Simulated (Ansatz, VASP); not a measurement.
# One calculation of GaIr5, two programs

```
Ga Ir
1.0
     2.76336    0.00000    0.00000
     0.00000    2.76336    0.00000
     0.00000    0.00000   11.36546
Ga Ir
1 5
Cartesian
  1.3817 1.3817 0.0000
  1.3817 1.3817 3.7685
  1.3817 1.3817 7.5969
  0.0000 0.0000 1.8470
  0.0000 0.0000 9.5185
  0.0000 0.0000 5.6827
```

Alike in both runs: functional PBE; k mesh 12 × 12 × 4; occupations gaussian, width 0.1 eV; no spin polarisation.

Ansatz relaxed the structure, and its values are those at the end. VASP's run is a single point on that final structure, the one shown.

```csv
,VASP,Ansatz
version,VASP 6.6.1,Ansatz 0.2.0
potentials or method,"VASP PAW PBE potentials, release 64 (Ga_d, Ir), cutoff 520 eV","scalar-relativistic, plane waves, PAW"
valence electrons in the cell,58,98
```

|  | VASP | Ansatz | Ansatz less VASP |
| --- | --- | --- | --- |
| gap on the k mesh at the Fermi level (eV) | none | none | - |
| pressure (GPa) | 0.5 | 0.0 | -0.50 |

A gap of «none» marks a metal or a gap that the smearing closes. The functional is the same, so the differences come from potentials, cutoffs and numerics. VASP's potentials hold 58 valence electrons a cell and Ansatz's 98, so a difference there can come from the potentials and not from the codes.

Neither program's run includes spin-orbit coupling.
